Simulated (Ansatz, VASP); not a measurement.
## SiC: VASP beside Ansatz

Contents of INCAR:

```
ALGO = Normal
EDIFF = 1E-6
EDIFFG = -0.005
ENCUT = 600
GGA = PS
IBRION = 2
ISIF = 3
ISMEAR = 0
LASPH = True
LCHARG = False
LREAL = False
LWAVE = False
NELM = 100
NSW = 100
PREC = Accurate
SIGMA = 0.02
```

Contents of KPOINTS:

```
k-points
0
Gamma
  10 10 10
```

Contents of POSCAR:

```
SiC
1.0
    0.0000000000      2.1790000000      2.1790000000
    2.1790000000      0.0000000000      2.1790000000
    2.1790000000      2.1790000000      0.0000000000
Si C
1 1
Direct
    0.0000000000      0.0000000000      0.0000000000
    0.2500000000      0.2500000000      0.2500000000
```

Input for Ansatz:

```yaml
crystal:
  lattice:
    - [0.0, 2.179, 2.179]
    - [2.179, 0.0, 2.179]
    - [2.179, 2.179, 0.0]
  atoms:
    - { symbol: Si, position: [0.0, 0.0, 0.0] }
    - { symbol: C, position: [0.25, 0.25, 0.25] }
basis:
  ecutwfc: 420
kpoints:
  mp_grid: { grid: [10, 10, 10] }
hamiltonian:
  xc: pbesol
scf:
  occupations: { method: gaussian, width: 0.02 }
output:
  forces: true
  stress: true
  eigenvalues: true
  write_density: true
  write_potential: true
  elf: true
  volumetric_format: npy
relax:
  adjacent_minimum: "off"
  f_tol: 0.005
  max_steps: 80
  cell: { stress_tol: 0.05 }
```

Alike in both runs: task relaxation of cell and atoms; functional PBEsol; k mesh 10 × 10 × 10; occupations gaussian, width 0.02 eV; no spin polarisation.

|  | VASP | Ansatz |
| --- | --- | --- |
| version | VASP 6.6.1 | Ansatz 0.2.0 |
| potentials or method | VASP PAW PBE potentials, release 64 (Si, C), cutoff 600 eV | scalar-relativistic, plane waves, PAW |
| valence electrons in the cell | 8 | 8 |

|  | VASP | Ansatz | Ansatz less VASP |
| --- | --- | --- | --- |
| gap on the k mesh at the Fermi level, each at its own relaxed structure (eV) | 1.23 | 1.24 | +0.009 |
| relaxed volume (Å³/atom) | 10.35 | 10.34 | -0.008 |
| relaxed cell length with the largest relative difference (Å) | 3.082 | 3.081 | -0.0008 |

VASP's potentials were made for PBE, not for PBEsol.

Noted on VASP's run: the relaxation stopped at its first step, so nothing moved.
